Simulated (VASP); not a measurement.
Wanted: the native input for a VASP 6.6.1 run.

```yaml
Task: single point
Functional: r2SCAN
Potentials_or_basis: VASP PAW PBE potentials, release 64 (Cs_sv, H)
Cutoff: 520 eV
k_mesh: 6 × 6 × 6
Occupations: gaussian, width 0.02 eV
Spin: no spin polarisation
Dipole_correction: no
Further_INCAR_settings: ALGO = Normal; EDIFF = 1e-06; NBANDS = 12
```

Crystal: CsH.

```xyz
2
Lattice="0.0000 3.2909 3.2909 3.2909 0.0000 3.2909 3.2909 3.2909 0.0000" Properties=species:S:1:pos:R:3 pbc="T T T"
Cs    0.0000    0.0000    0.0000
H     3.2909    3.2909    3.2909
```

One way to write it, as run:

POSCAR

```
CsH
1.0
    0.0000000000      3.2909090081      3.2909090081
    3.2909090081      0.0000000000      3.2909090081
    3.2909090081      3.2909090081      0.0000000000
Cs H
1 1
Direct
    0.0000000000      0.0000000000      0.0000000000
    0.5000000000      0.5000000000      0.5000000000
```

INCAR.step1

```
ALGO = Normal
EDIFF = 1E-4
ENCUT = 520
GGA = PE
ISMEAR = 0
LASPH = True
LCHARG = False
LREAL = False
LWAVE = True
NBANDS = 12
NELM = 60
PREC = Accurate
SIGMA = 0.02
```

INCAR.step2

```
ALGO = Normal
EDIFF = 1E-6
ENCUT = 520
ISIF = 2
ISMEAR = 0
ISTART = 1
LASPH = True
LCHARG = True
LELF = True
LMIXTAU = True
LREAL = False
LVHAR = True
LWAVE = False
METAGGA = R2SCAN
NBANDS = 12
NELM = 60
PREC = Accurate
SIGMA = 0.02
```

KPOINTS

```
k-points
0
Gamma
  6 6 6
```

Potentials or basis: VASP PAW PBE potentials, release 64 (Cs_sv, H).

Run with:

```console
$ cat potpaw_PBE.64/Cs_sv/POTCAR potpaw_PBE.64/H/POTCAR > POTCAR
$ cp INCAR.step1 INCAR
$ mpirun -np 1 vasp_std > vasp.out
$ cp INCAR.step2 INCAR
$ mpirun -np 1 vasp_std > vasp.out
```

It gave:

* Pressure: -0.7 GPa
* Band gap on the k mesh: 2.76 eV

Caveat: the PAW data sets were made with another functional, which shifts forces and pressure a little; spin-orbit coupling is left out, which moves the levels of the heavy elements.

Wall time 88 s on 1 thread of Intel Xeon 8259CL (shared host), peak memory 0.21 GiB.
